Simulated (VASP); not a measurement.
Input of a VASP 6.6.1 run:

Contents of INCAR:

```
SYSTEM = B16P16H
  ALGO = Normal
  EDIFF = 1E-7
  ENCUT = 520
  GGA = PE
  ISIF = 2
  ISMEAR = 0
  LASPH = .True.
  LCHARG = .False.
  LREAL = Auto
  LWAVE = .False.
  NBANDS = 86
  NELECT = 128.0
  NELM = 60
  PREC = Accurate
  SIGMA = 0.02
```

The input KPOINTS:

```
Automatic mesh
0
Gamma
  2 2 2
  0.5 0.5 0.5
```

Contents of POSCAR:

```
B16P16H
1.0
    4.5481927936      4.5481927936     -4.5481927936
   -4.5481927936     -4.5481927936     -4.5481927936
   -4.5481927936      4.5481927936      4.5481927936
B P H
16 16 1
Direct
    0.2501371537      0.5002372598      0.2511501935
    0.4993650452      0.2500963683      0.2508325948
    0.7489702294     -0.0009316887      0.2488006888
    0.7529545592      0.5065762611      0.7499569950
    0.0003008887      0.5006346704      0.5000886293
    0.2501959683      0.2499571921      0.4994045114
    0.4939173870     -0.0028057298      0.4957820836
    0.7506142890      0.7503184572      0.4990446982
   -0.0015311576      0.7492145023      0.2490767325
    0.5007190995      0.5004960439      0.0005060252
    0.7481606771      0.2513851219      0.0041609934
    0.0224613390      0.2524238862      0.7499800811
    0.2561108451      0.9987606520      0.7499610625
    0.5012356783      0.7501146400      0.7499683181
    0.0015350053      0.0012501669      0.0008947510
    0.2501733219      0.7505108413     -0.0001531377
    0.2537392438      0.5039740187      0.0047139602
    0.4988337353      0.2509299961      0.0023202622
    0.7498023181     -0.0002143709     -0.0009560940
    0.7500556056      0.5000209101      0.4980688161
    0.0005862768      0.5011848889      0.2506041524
    0.2505429193      0.2508052213      0.2505845842
    0.4999560492      0.0005536265      0.2493461802
    0.7499029075      0.7501782917      0.2493391445
    0.0019436291      0.7519164546      0.0018493060
    0.4989419101      0.4997051803      0.7499630413
    0.7240418666      0.2519700795      0.7499999791
   -0.0009502675      0.2492520769      0.4952396704
    0.2464408504     -0.0014423311      0.4975874161
    0.5007183300      0.7507075128      0.5008916955
    0.0075766357     -0.0083235258      0.7499842585
    0.2514748279      0.7483721897      0.7499679883
   -0.1394022920      0.1450025384     -0.2507536623
```

Potentials or basis: VASP PAW PBE potentials, release 64 (B, P, H).

The run is started by

```bash
$ cat potpaw_PBE.64/B/POTCAR potpaw_PBE.64/P/POTCAR potpaw_PBE.64/H/POTCAR > POTCAR
$ mpirun -np 1 vasp_std > vasp.out
```

Problem. Predict the largest force.

Solution. 0.195 eV/Å.

Forces in eV/Å, atoms in the order of the input:
```
B    0.007  0.001  0.000
B   -0.001  0.004  0.001
B    0.000  0.008  0.000
B    0.009  0.009 -0.003
B    0.002  0.003  0.000
B    0.007  0.005  0.000
B    0.003 -0.014  0.021
B   -0.004  0.007 -0.003
B    0.003  0.000  0.001
B    0.004  0.007  0.000
B   -0.015  0.004  0.021
B    0.084  0.080 -0.040
B    0.013  0.013  0.012
B    0.006  0.007  0.003
B    0.007 -0.003 -0.003
B    0.002  0.002  0.000
P    0.006 -0.001  0.000
P   -0.003  0.005  0.012
P    0.011 -0.004  0.000
P    0.003 -0.002 -0.008
P   -0.005 -0.004 -0.004
P    0.002  0.008 -0.002
P   -0.004 -0.005 -0.004
P    0.008  0.002 -0.002
P    0.000  0.001 -0.008
P    0.003  0.003  0.008
P   -0.004 -0.007  0.050
P   -0.002  0.006  0.000
P    0.005 -0.004  0.012
P   -0.004  0.011  0.001
P   -0.020 -0.020 -0.031
P    0.013  0.013 -0.001
H   -0.137 -0.135 -0.029
```

Caveat: the cell carries a net charge on a neutralising background, which shifts energy and pressure.
